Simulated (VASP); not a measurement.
Here is a VASP 6.6.1 calculation.

The input INCAR:

```
PREC = Accurate
ENCUT = 600
EDIFF = 1E-6
ISMEAR = 0
SIGMA = 0.1
LREAL = False
LASPH = True
NELM = 120
ALGO = Normal
ISIF = 2
LWAVE = False
LCHARG = False
GGA = PE
NBANDS = 34
GGA_COMPAT = False
```

KPOINTS

```
regular mesh
0
Gamma
  8 8 6
```

File POSCAR:

```
Ga2FeN2
1.0
    4.6806217482      0.0000000000      0.0000000000
    0.0000000000      4.6806217482      0.0000000000
    0.0000000000      0.0000000000      4.7805194275
Ga Fe N
2 1 2
Direct
    0.0000000000      0.5000000000      0.5000000000
    0.5000000000      0.0000000000      0.5000000000
    0.0000000000      0.0000000000      0.5000000000
    0.0000000000      0.0000000000      0.8796798141
    0.0000000000      0.0000000000      0.1203201859
```

Potentials or basis: VASP PAW PBE potentials, release 64 (Ga_d, Fe_sv, N).

Command:

```sh
$ cat potpaw_PBE.64/Ga_d/POTCAR potpaw_PBE.64/Fe_sv/POTCAR potpaw_PBE.64/N/POTCAR > POTCAR
$ mpirun -np 1 vasp_std > vasp.out
```

(1) Estimate the pressure.

(2) Predict the largest force.

(3) Estimate the band gap on the k mesh.

Results:

(1) -0.1 GPa.

(2) 0.802 eV/Å.

(3) zero (bands 26 and 27 overlap by 1.38 eV).

Caveat: the standard files for N, O and F lose accuracy on very short bonds; the run has no spin polarisation, though such a crystal can be magnetic.
